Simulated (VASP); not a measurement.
Wanted: the native input for a VASP 6.6.1 run.

| Quantity | Value |
| --- | --- |
| Task | relaxation of cell and atoms |
| Functional | PBEsol |
| Potentials or basis | VASP PAW PBE potentials, release 64 (I) |
| Cutoff | 600 eV |
| k mesh | 9 × 9 × 9 |
| Occupations | fermi-dirac, width 0.05 eV |
| Spin | no spin polarisation |
| Dipole correction | no |
| Further INCAR settings | ALGO = Normal; EDIFF = 1e-06; IBRION = 2; EDIFFG = -0.01; NSW = 60; ISIF = 3 |

The structure of I lies in POSCAR:

```
I
1.0
   -2.0893754423      2.0893754423      2.0893754423
    2.0893754423     -2.0893754423      2.0893754423
    2.0893754423      2.0893754423     -2.0893754423
I
1
Direct
    0.0000000000      0.0000000000      0.0000000000
```

One way to write it, as run:

INCAR

```
SYSTEM = I
PREC = Accurate
ENCUT = 600
EDIFF = 1E-6
ISMEAR = -1
SIGMA = 0.05
LREAL = .False.
LASPH = .True.
NELM = 80
ALGO = Normal
ISIF = 3
LWAVE = .False.
LCHARG = .False.
GGA = PS
IBRION = 2
NSW = 60
EDIFFG = -0.01
```

KPOINTS

```
Automatic mesh
0
Gamma
  9 9 9
  0 0 0
```

Potentials or basis: VASP PAW PBE potentials, release 64 (I).

Launch:

```console
$ cat potpaw_PBE.64/I/POTCAR > POTCAR
$ mpirun -np 1 vasp_std > vasp.out
```

Results of the run:

* Relaxed volume: 32.98 Å³/atom
* Relaxed cell: a = 3.499 Å, b = 3.499 Å, c = 3.499 Å, α = 109.47°, β = 109.47°, γ = 109.47°
* Space group after relaxing (to 0.1 Å): Im-3m (No. 229)
* Energy gained by relaxing: 30.8 meV/atom
* Ionic steps: 3
* Pressure after relaxing: 0.0 GPa
* Band gap on the k mesh: zero (an odd number of electrons rules out a gap without spin polarisation)

Caveat: the PAW data sets were made with another functional, which shifts forces and pressure a little; spin-orbit coupling is left out, which moves the levels of the heavy elements; an odd number of electrons without spin polarisation forces a metal; a magnetic or distorted state may lie lower.

Run time: 33 s on 1 thread of Intel Xeon 8259CL (shared host), peak memory 0.17 GiB.
